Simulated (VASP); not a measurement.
Here is a VASP 6.6.1 calculation.

Contents of INCAR:

```
SYSTEM = Pt
PREC     = Accurate       ! precision mode
ENCUT    = 600            ! plane-wave cutoff, eV
EDIFF    = 1E-6           ! SCF threshold, eV
ISMEAR   = -1             ! smearing method
SIGMA    = 0.05           ! smearing width, eV
LREAL    = .False.        ! projectors in reciprocal space
LASPH    = .True.         ! aspherical terms in the spheres
NELM     = 100            ! most SCF steps
ALGO     = Normal         ! electronic algorithm
ISIF     = 3              ! what is computed and relaxed
LWAVE    = .False.        ! write WAVECAR
LCHARG   = .False.        ! write CHGCAR
GGA      = PE             ! functional
IBRION   = 2              ! ionic algorithm
NSW      = 60             ! ionic steps
EDIFFG   = -0.01          ! ionic threshold
PSTRESS  = 200.0
```

File KPOINTS:

```
regular mesh
0
Gamma
  11 11 6
  0 0 0
```

Contents of POSCAR:

```
Pt
1.0
    2.7606656158      0.0000000000      0.0000000000
   -1.3803328079      2.3908065546      0.0000000000
    0.0000000000      0.0000000000      4.7921340000
Pt
2
Direct
    0.3333333333      0.6666666667      0.2500000000
    0.6666666667      0.3333333333      0.7500000000
```

Potentials or basis: VASP PAW PBE potentials, release 64 (Pt).

Launch:

```bash
$ cat potpaw_PBE.64/Pt/POTCAR > POTCAR
$ mpirun -np 1 vasp_std > vasp.out
```

**Question.** Estimate the space group after relaxing (to 0.05 Å).

**Answer.** P6_3/mmc (No. 194).

**Question.** What does it give for the relaxed volume?

**Answer.** 14.69 Å³/atom.

Stress tensor (GPa, compression positive):
```
20.00  0.00  0.00
 0.00 20.00  0.00
 0.00  0.00 20.08
```

Caveat: the cell is relaxed towards a set pressure, so the enthalpy falls and the energy may rise.
